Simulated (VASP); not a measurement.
# Al in VASP: settings compared, part 2 of 2

VASP 6.6.1. The steps go on from the part before.

**3. Single point, PBEsol**

Input file INCAR:

```
SYSTEM = Al
PREC     = Accurate       ! precision mode
ENCUT    = 520            ! plane-wave cutoff, eV
EDIFF    = 1E-6           ! SCF threshold, eV
ISMEAR   = -1             ! smearing method
SIGMA    = 0.05           ! smearing width, eV
LREAL    = .False.        ! projectors in reciprocal space
LASPH    = .True.         ! aspherical terms in the spheres
NELM     = 60             ! most SCF steps
ALGO     = Normal         ! electronic algorithm
ISIF     = 2              ! what is computed and relaxed
LWAVE    = .False.        ! write WAVECAR
LCHARG   = .True.         ! write CHGCAR
GGA      = PS             ! functional
LELF     = .True.         ! ELF
LVHAR    = .True.       
NBANDS   = 14             ! bands
```

Input file KPOINTS:

```
Automatic mesh
0
Gamma
  6 6 2
  0 0 0
```

Input file POSCAR:

```
Al
1.0
    2.8270770242      0.0000000000      0.0000000000
   -1.4135385121      2.4483205214      0.0000000000
    0.0000000000      0.0000000000      9.1859930700
Al
4
Direct
    0.6666666667      0.3333333333      0.7500000000
    0.0000000000      0.0000000000      0.5000000000
    0.3333333333      0.6666666667      0.2500000000
    0.0000000000      0.0000000000      0.0000000000
```

Potentials or basis: VASP PAW PBE potentials, release 64 (Al).

The run is started by

```console
> cat potpaw_PBE.64/Al/POTCAR > POTCAR
> mpirun -np 1 vasp_std > vasp.out
```

OUTCAR:

```text
SYSTEM = Al
   PREC = Accurate
   ENCUT = 520
   EDIFF = 1E-6
   ISMEAR = -1
   LREAL = .False.
   LASPH = .True.
   NELM = 60
   ISIF = 2
   GGA = PS

 ion  position               nearest neighbor table
   1  0.667  0.333  0.750-   2 2.82   4 2.82   2 2.82   4 2.82   2 2.82   4 2.82
   2  0.000  0.000  0.500-   1 2.82   3 2.82   3 2.82   1 2.82   1 2.82   3 2.82
   3  0.333  0.667  0.250-   2 2.82   4 2.82   2 2.82   4 2.82   2 2.82   4 2.82
   4  0.000  0.000  0.000-   1 2.82   3 2.82   3 2.82   1 2.82   1 2.82   3 2.82

  LATTYP: Found a hexagonal cell.
 ALAT       =     2.8270770242
 C/A-ratio  =     3.2492899880

  Lattice vectors:

 A1 = (   2.8270770242,   0.0000000000,   0.0000000000)
 A2 = (  -1.4135385121,   2.4483205214,   0.0000000000)
 A3 = (   0.0000000000,   0.0000000000,   9.1859930700)

Analysis of symmetry for initial positions (statically):
=====================================================================
 Subroutine PRICEL returns:
 Original cell was already a primitive cell.

 Routine SETGRP: Setting up the symmetry group for a
 hexagonal supercell.

 Subroutine GETGRP returns: Found 24 space group operations
 (whereof 12 operations were pure point group operations)
 out of a pool of 24 trial point group operations.

The static configuration has the point symmetry D_3d.
 The point group associated with its full space group is D_6h.

Analysis of symmetry for dynamics (positions and initial velocities):
=====================================================================
 Subroutine PRICEL returns:
 Original cell was already a primitive cell.

 Routine SETGRP: Setting up the symmetry group for a
 hexagonal supercell.

 Subroutine GETGRP returns: Found 24 space group operations
 (whereof 12 operations were pure point group operations)
 out of a pool of 24 trial point group operations.

The dynamic configuration has the point symmetry D_3d.
 The point group associated with its full space group is D_6h.

 Subroutine INISYM returns: Found 24 space group operations
 (whereof 12 operations are pure point group operations),
 and found     1 'primitive' translations

[... 123 lines left out ...]
   NGX = 11   NGY = 11   NGZ = 35

 number of electron      12.0000000 magnetization

 Free energy of the ion-electron system (eV)
  ---------------------------------------------------
  ext. energy  EPLUGINS =         0.00000000
  ---------------------------------------------------
  free energy    TOTEN  =       -16.36554413 eV

  energy without entropy =      -16.35117912  energy(sigma->0) =      -16.35836162

 E-fermi :   8.2669     XC(G=0): -10.3944

 val. band max:        8.1845234254   @ k =   0.3333   0.1667   0.0000
 cond. band min:       8.4909400952   @ k =   0.3333   0.1667   0.0000
 fundamental gap:      0.3064166698
 Fermi energy:         8.2669356529

 k-point     1 :       0.0000    0.0000    0.0000
  band No.  band energies     occupation
      1      -3.0479      2.00000
      2      -1.3055      2.00000
      3      -1.3053      2.00000
      4       3.6402      2.00000
      5       3.9662      2.00000
      6      11.9455      0.00000
      7      11.9579      0.00000
      8      19.1988      0.00000
      9      19.1988      0.00000
     10      19.3580      0.00000
     11      19.3580      0.00000
     12      20.3172      0.00000
     13      20.3178      0.00000
     14      20.4911      0.00000
[... 207 lines left out ...]
      1       5.2106      2.00000
      2       5.2106      2.00000
      3       5.3197      2.00000
      4       5.3197      2.00000
      5       5.4073      2.00000
      6       5.4073      2.00000
      7       8.1395      1.85496
      8       8.1395      1.85496
      9       8.8277      0.00003
     10       8.8277      0.00003
     11       9.4969      0.00000
     12       9.4969      0.00000
     13      14.6699      0.00000
     14      14.6699      0.00000

------------------------ aborting loop because EDIFF is reached ----------------------------------------

  FORCE on cell =-STRESS in cart. coord.  units (eV):
  Direction    XX          YY          ZZ          XY          YZ          ZX
  --------------------------------------------------------------------------------------
  -------------------------------------------------------------------------------------
  Total        0.3948364      0.3948364      1.5689593      0.0000000      0.0000000     -0.0000000
  in kB        9.9493729      9.9493729     39.5357740      0.0000000      0.0000000     -0.0000000
  external PRESSURE =      19.8115066 kB  Pullay stress =       0.0000000 kB

 VOLUME and BASIS-vectors are now :
 -----------------------------------------------------------------------------
  energy-cutoff  :      520.00
  volume of cell :       63.58
      direct lattice vectors                 reciprocal lattice vectors
     2.827077024  0.000000000  0.000000000     0.353722234  0.204221627  0.000000000
    -1.413538512  2.448320521  0.000000000     0.000000000  0.408443254  0.000000000
     0.000000000  0.000000000  9.185993070     0.000000000  0.000000000  0.108861393

 POSITION                                       TOTAL-FORCE (eV/Angst)
 -----------------------------------------------------------------------------------
      1.41354      0.81611      6.88949         0.000000      0.000000     -0.000000
      0.00000      0.00000      4.59300        -0.000000      0.000000      0.000000
     -0.00000      1.63221      2.29650        -0.000000     -0.000000      0.000000
      0.00000      0.00000      0.00000         0.000000      0.000000      0.000000
 -----------------------------------------------------------------------------------
    total drift:                               -0.000000      0.000000      0.000000

  FREE ENERGIE OF THE ION-ELECTRON SYSTEM (eV)
  ---------------------------------------------------
  free  energy   TOTEN  =       -16.3655441294 eV

  energy  without entropy=      -16.3511791205  energy(sigma->0) =      -16.35836162
```

It took 11 s on 1 thread of AMD EPYC 7R13 (Zen 3), shared host; peak memory 0.15 GiB.

What came out:

```yaml
Free_energy: -16.3655 eV
Pressure: 2.0 GPa
Band_gap_on_the_k_mesh: zero (band 6 reaches 12.31 eV, above the bottom of band 7 at 6.98 eV)
```

Levels at points of the mesh, in eV from the Fermi level:
```tsv
k point	band 4	band 5	band 6	band 7	band 8	band 9
(0.00, 0.00, 0.00)	-4.63	-4.30	3.68	3.69	10.93	10.93
(0.50, 0.00, 0.00)	-3.89	-3.30	-3.23	0.91	1.34	1.49
(0.00, 0.00, 0.50)	-7.43	-0.74	-0.74	8.67	8.67	11.27
(0.50, 0.00, 0.50)	-4.84	-1.81	-1.81	-1.14	-1.14	4.81
```

Caveat: the k points lie up to 0.43 Å⁻¹ apart; the PAW data sets were made with another functional, which shifts forces and pressure a little.

**4. Single point, r2SCAN**

POSCAR is that of step 3.

Input file INCAR.step1:

```
SYSTEM = Al
ALGO = Normal
EDIFF = 1E-4
ENCUT = 520
GGA = PE
ISMEAR = -1
LASPH = .True.
LCHARG = .False.
LREAL = .False.
LWAVE = .True.
NBANDS = 14
NELM = 100
PREC = Accurate
SIGMA = 0.05
```

Input file INCAR.step2:

```
SYSTEM = Al
ALGO = Normal
EDIFF = 1E-6
ENCUT = 520
ISIF = 2
ISMEAR = -1
ISTART = 1
LASPH = .True.
LCHARG = .False.
LMIXTAU = .True.
LREAL = .False.
LWAVE = .False.
METAGGA = R2SCAN
NBANDS = 14
NELM = 100
PREC = Accurate
SIGMA = 0.05
```

Input file KPOINTS:

```
k-points
0
Gamma
  6 6 2
  0 0 0
```

The run is started by

```console
> cat potpaw_PBE.64/Al/POTCAR > POTCAR
> cp INCAR.step1 INCAR
> mpirun -np 1 vasp_std > vasp.out
> cp INCAR.step2 INCAR
> mpirun -np 1 vasp_std > vasp.out
```

Run time: 48 s. Hardware: 1 thread of AMD EPYC 7R13 (Zen 3), shared host; peak memory 0.16 GiB.

It converged, with:

* Free energy: -26.9426 eV
* Pressure: 0.4 GPa
* Band gap on the k mesh: zero (band 6 reaches 12.61 eV, above the bottom of band 7 at 6.98 eV)

Stress tensor (GPa, compression positive):
```
-0.39  0.00  0.00
 0.00 -0.39  0.00
 0.00  0.00  2.04
```

Levels at points of the mesh, in eV from the Fermi level:
```csv
k point,band 2,band 3,band 4,band 5,band 6,band 7,band 8,band 9,band 10,band 11
"(0.00, 0.00, 0.00)",-10.13,-10.13,-4.99,-4.41,3.97,3.97,11.75,11.75,11.86,11.86
"(0.50, 0.00, 0.00)",-5.58,-4.20,-4.18,-3.36,-3.35,0.95,1.37,1.73,2.08,6.25
"(0.00, 0.00, 0.50)",-11.52,-7.85,-7.85,-0.73,-0.73,9.26,9.26,12.10,12.10,12.10
"(0.50, 0.00, 0.50)",-5.22,-5.09,-5.09,-1.87,-1.87,-1.14,-1.14,5.15,5.15,5.22
```

Caveat: the k points lie up to 0.43 Å⁻¹ apart; the PAW data sets were made with another functional, which shifts forces and pressure a little.

**5. Single point, PBEsol**

Input file INCAR:

```
SYSTEM = Al
ALGO = Normal
EDIFF = 1E-6
ENCUT = 520
GGA = PS
ISIF = 2
ISMEAR = 0
LASPH = .True.
LCHARG = .False.
LREAL = .False.
LWAVE = .False.
NBANDS = 14
NELM = 100
PREC = Accurate
SIGMA = 0.05
```

Input file KPOINTS:

```
k-points
0
Gamma
  8 8 2
  0 0 0
```

Input file POSCAR:

```
Al
1.0
    2.8270770242      0.0000000000      0.0000000000
   -1.4135385121      2.4483205214      0.0000000000
    0.0000000000      0.0000000000      9.1859930700
Al
4
Direct
    0.6512710000      0.3181030000      0.7537220000
   -0.0068000000     -0.0034860000      0.4941930000
    0.3462790000      0.6774530000      0.2479860000
   -0.0057360000     -0.0001190000     -0.0007300000
```

Potentials or basis: VASP PAW PBE potentials, release 64 (Al).

The run is started by

```console
> cat potpaw_PBE.64/Al/POTCAR > POTCAR
> mpirun -np 1 vasp_std > vasp.out
```

OUTCAR:

```text
SYSTEM = Al
   EDIFF = 1E-6
   ENCUT = 520
   GGA = PS
   ISIF = 2
   ISMEAR = 0
   LASPH = .True.
   LREAL = .False.
   NELM = 100
   PREC = Accurate

 ion  position               nearest neighbor table
   1  0.651  0.318  0.754-   4 2.77   4 2.78   4 2.81   2 2.88   2 2.89   2 2.91
   2  0.993  0.997  0.494-   3 2.76   3 2.80   3 2.81   1 2.88   1 2.89   1 2.91
   3  0.346  0.677  0.248-   2 2.76   4 2.78   2 2.80   2 2.81   4 2.82   4 2.82
   4  0.994  1.000  0.999-   1 2.77   1 2.78   3 2.78   1 2.81   3 2.82   3 2.82

  LATTYP: Found a hexagonal cell.
 ALAT       =     2.8270770242
 C/A-ratio  =     3.2492899880

  Lattice vectors:

 A1 = (   2.8270770242,   0.0000000000,   0.0000000000)
 A2 = (  -1.4135385121,   2.4483205214,   0.0000000000)
 A3 = (   0.0000000000,   0.0000000000,   9.1859930700)

Analysis of symmetry for initial positions (statically):
=====================================================================
 Subroutine PRICEL returns:
 Original cell was already a primitive cell.

 Routine SETGRP: Setting up the symmetry group for a
 hexagonal supercell.

 Subroutine GETGRP returns: Found  1 space group operations
 (whereof  1 operations were pure point group operations)
 out of a pool of 24 trial point group operations.

The static configuration has the point symmetry C_1 .

Analysis of symmetry for dynamics (positions and initial velocities):
=====================================================================
 Subroutine PRICEL returns:
 Original cell was already a primitive cell.

 Routine SETGRP: Setting up the symmetry group for a
 hexagonal supercell.

 Subroutine GETGRP returns: Found  1 space group operations
 (whereof  1 operations were pure point group operations)
 out of a pool of 24 trial point group operations.

The dynamic configuration has the point symmetry C_1 .

 Subroutine INISYM returns: Found  1 space group operations
[... 126 lines left out ...]
   GGA     = PS    functional components
   LHFCALC =     F    Hartree Fock is set to
   AEXX    =    0.0000 exact exchange contribution
   IVDW    =     0    specifies the selected vdW correction
   LEPSILON=     F    determine dielectric tensor
   LRPA    =     F    only Hartree local field effects (RPA)
 non-spin polarized calculation
 Gauss-broadening in eV      SIGMA  =   0.05
  energy-cutoff  :      520.00
  volume of cell :       63.58
 maximum number of plane-waves:      1732
 NGX is ok and might be reduce to    24

 number of electron      12.0000000 magnetization

 Free energy of the ion-electron system (eV)
  ---------------------------------------------------
  ext. energy  EPLUGINS =         0.00000000
  ---------------------------------------------------
  free energy    TOTEN  =       -16.06832672 eV

  energy without entropy =      -16.06185189  energy(sigma->0) =      -16.06508931

 E-fermi :   8.5039     XC(G=0): -10.3935

 val. band max:        8.5039347214   @ k =   0.1250   0.1250   0.5000
 cond. band min:       8.5130874732   @ k =   0.2500   0.2500   0.0000
 fundamental gap:      0.0091527518
 Fermi energy:         8.5039352113

 k-point     1 :       0.0000    0.0000    0.0000
  band No.  band energies     occupation
      1      -3.0581      2.00000
      2      -1.4153      2.00000
      3      -1.1936      2.00000
      4       3.6443      2.00000
      5       3.9659      2.00000
      6      11.9033      0.00000
      7      11.9996      0.00000
      8      19.1678      0.00000
      9      19.1989      0.00000
     10      19.3309      0.00000
     11      19.3519      0.00000
     12      20.2725      0.00000
     13      20.2938      0.00000
     14      20.4706      0.00000
[... 377 lines left out ...]
      1       1.8617      2.00000
      2       3.4240      2.00000
      3       3.6446      2.00000
      4       4.7825      2.00000
      5       6.3737      2.00000
      6       6.5921      2.00000
      7       8.3357      2.00000
      8       8.7972      0.00000
      9      10.4529      0.00000
     10      11.1549      0.00000
     11      11.9751      0.00000
     12      12.3265      0.00000
     13      12.7048      0.00000
     14      16.4325      0.00000

 [... further k-points ...]
[... 5 lines left out ...]
  --------------------------------------------------------------------------------------
  -------------------------------------------------------------------------------------
  Total        0.9051083      0.8818469      1.3127292      0.0129908     -0.0222369     -0.0011971
  in kB       22.8075746     22.2214179     33.0791009      0.3273520     -0.5603426     -0.0301653
  external PRESSURE =      26.0360311 kB  Pullay stress =       0.0000000 kB

 VOLUME and BASIS-vectors are now :
 -----------------------------------------------------------------------------
  energy-cutoff  :      520.00
  volume of cell :       63.58
      direct lattice vectors                 reciprocal lattice vectors
     2.827077024  0.000000000  0.000000000     0.353722234  0.204221627  0.000000000
    -1.413538512  2.448320521  0.000000000     0.000000000  0.408443254  0.000000000
     0.000000000  0.000000000  9.185993070     0.000000000  0.000000000  0.108861393

 POSITION                                       TOTAL-FORCE (eV/Angst)
 -----------------------------------------------------------------------------------
      1.39154      0.77882      6.92369         0.006729      0.034624     -0.376239
      1.39924      2.43979      4.53965         0.023710      0.012401      0.345295
      0.02135      1.65862      2.27800        -0.048294     -0.038731     -0.119183
      1.39749      2.44803      9.17929         0.017855     -0.008294      0.150126
 -----------------------------------------------------------------------------------
    total drift:                               -0.000000      0.000001     -0.000001

  FREE ENERGIE OF THE ION-ELECTRON SYSTEM (eV)
  ---------------------------------------------------
  free  energy   TOTEN  =       -16.0683267232 eV

  energy  without entropy=      -16.0618518949  energy(sigma->0) =      -16.06508931
```

OSZICAR:

```text
N       E                     dE             d eps       ncg     rms          rms(c)
DAV:   1     0.506400088588E+01    0.50640E+01   -0.41143E+03  1904   0.656E+02
DAV:   2    -0.154799255963E+02   -0.20544E+02   -0.18946E+02  2496   0.907E+01
DAV:   3    -0.161893308576E+02   -0.70941E+00   -0.69841E+00  2506   0.134E+01
DAV:   4    -0.161938070200E+02   -0.44762E-02   -0.44749E-02  2276   0.136E+00
DAV:   5    -0.161938589678E+02   -0.51948E-04   -0.51947E-04  2418   0.148E-01    0.291E+00
DAV:   6    -0.161162464459E+02    0.77613E-01   -0.26593E-02  2250   0.777E-01    0.169E+00
DAV:   7    -0.160712851462E+02    0.44961E-01   -0.25175E-02  2196   0.783E-01    0.270E-01
DAV:   8    -0.160686780598E+02    0.26071E-02   -0.39510E-03  2382   0.317E-01    0.208E-01
DAV:   9    -0.160684870643E+02    0.19100E-03   -0.41715E-04  2182   0.103E-01    0.144E-01
DAV:  10    -0.160683496974E+02    0.13737E-03   -0.88408E-05  2430   0.435E-02    0.460E-02
DAV:  11    -0.160683264725E+02    0.23225E-04   -0.34523E-05  2140   0.269E-02    0.211E-02
DAV:  12    -0.160683267232E+02   -0.25076E-06   -0.15047E-06  2028   0.691E-03
   1 F= -.16068327E+02 E0= -.16065089E+02  d E =-.647483E-02
```

Run time: 19 s. Hardware: 1 thread of Intel Xeon 6975P-C (Granite Rapids), shared host; peak memory 0.2 GiB.

Results:

```yaml
Free_energy: -16.0683 eV
Pressure: 2.6 GPa
Largest_force: 0.378 eV/Å
Band_gap_on_the_k_mesh: zero (band 6 reaches 12.20 eV, above the bottom of band 7 at 6.92 eV)
```

Forces in eV/Å, atoms in the order of the input:
```
Al   0.007  0.035 -0.376
Al   0.024  0.012  0.345
Al  -0.048 -0.039 -0.119
Al   0.018 -0.008  0.150
```

Levels at points of the mesh, in eV from the Fermi level:
```
           k point  band 3  band 4  band 5  band 6  band 7  band 8  band 9  band 10
(0.00, 0.00, 0.00)   -9.70   -4.86   -4.54    3.40    3.50   10.66   10.69    10.83
(0.50, 0.00, 0.00)   -4.22   -4.16   -3.49   -3.44    0.71    1.06    1.29     1.56
(0.00, 0.50, 0.00)   -4.21   -4.13   -3.54   -3.47    0.65    1.15    1.23     1.60
(0.50, 0.50, 0.00)   -4.21   -4.14   -3.52   -3.46    0.67    1.11    1.25     1.58
(0.00, 0.00, 0.50)   -7.71   -7.60   -1.02   -0.93    8.42    8.43   10.92    10.96
(0.50, 0.00, 0.50)   -5.08   -5.01   -2.06   -1.98   -1.42   -1.34    4.55     4.56
(0.00, 0.50, 0.50)   -5.09   -5.00   -2.11   -2.03   -1.39   -1.32    4.52     4.59
(0.50, 0.50, 0.50)   -5.09   -5.00   -2.09   -2.00   -1.40   -1.33    4.53     4.59
```

Caveat: the PAW data sets were made with another functional, which shifts forces and pressure a little.

**6. The runs side by side**

| level | potentials or basis | k mesh | smearing | gap on the mesh (eV) | pressure (GPa) |
| --- | --- | --- | --- | --- | --- |
| LDA | VASP PAW LDA potentials, release 64 (Al) | 6 × 6 × 2 | fermi-dirac 0.05 eV | none | -0.1 |
| PBEsol | VASP PAW PBE potentials, release 64 (Al) | 6 × 6 × 2 | fermi-dirac 0.05 eV | none | 2.0 |
| r2SCAN | VASP PAW PBE potentials, release 64 (Al) | 6 × 6 × 2 | fermi-dirac 0.05 eV | none | 0.4 |
| PBEsol | VASP PAW PBE potentials, release 64 (Al) | 8 × 8 × 2 | gaussian 0.05 eV | none | 2.6 |

Some of these runs hold the atoms at other places in the same cell, which the table doesn't show; runs alike in all that it shows share one row.

Alike in all rows: task single point; no spin polarisation; cell as given; cutoff (eV) 520.

Caveats: some runs use coarse meshes; the PAW data sets were made with another functional, which shifts forces and pressure a little (some runs).

Total energies depend on the potentials used, so only differences within one code and one set of settings carry meaning.
